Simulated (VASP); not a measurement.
Write the native input for VASP 6.6.1 that does the following.

- Task: single point
- Functional: LDA
- Potentials or basis: VASP PAW LDA potentials, release 64 (Ni)
- Cutoff: 520 eV
- k mesh: 20 × 20 × 20
- Occupations: fermi-dirac, width 0.05 eV
- Spin: collinear spin, ferromagnetic start
- Starting moments: [1.5] μB
- Dipole correction: no
- Further INCAR settings: ALGO = Normal; EDIFF = 1e-06; NBANDS = 15

The structure of Ni lies in POSCAR:

```
Ni
1.0
    0.0000000000      1.7379789558      1.7379789558
    1.7379789558      0.0000000000      1.7379789558
    1.7379789558      1.7379789558      0.0000000000
Ni
1
Direct
    0.0000000000      0.0000000000      0.0000000000
```

The input as run:

INCAR

```
ALGO = Normal ; EDIFF = 1E-6
ENCUT = 520 ; GGA = CA
ISIF = 2 ; ISMEAR = -1
ISPIN = 2 ; LASPH = T
LCHARG = F ; LMAXMIX = 4
LORBIT = 11 ; LREAL = F
LWAVE = F ; MAGMOM = 1.5
NBANDS = 15 ; NELM = 150
PREC = Accurate ; SIGMA = 0.05
```

KPOINTS

```
k-points
0
Gamma
  20 20 20
```

Potentials or basis: VASP PAW LDA potentials, release 64 (Ni).

Launch:

```sh
$ cat potpaw_LDA.64/Ni/POTCAR > POTCAR
$ mpirun -np 1 vasp_std > vasp.out
```

It gave:

The pressure is -10.2 GPa. The net moment is 0.60 μB per cell, the site moments are Ni +0.61 μB and the valence electrons inside the program's atomic spheres are Ni 9.38.

Caveat: the cell stands under tension.

It took 44 s on 1 thread of AMD EPYC 9R45 96-Core Processor (Zen 5), with other jobs on the host, peak memory 0.13 GiB.
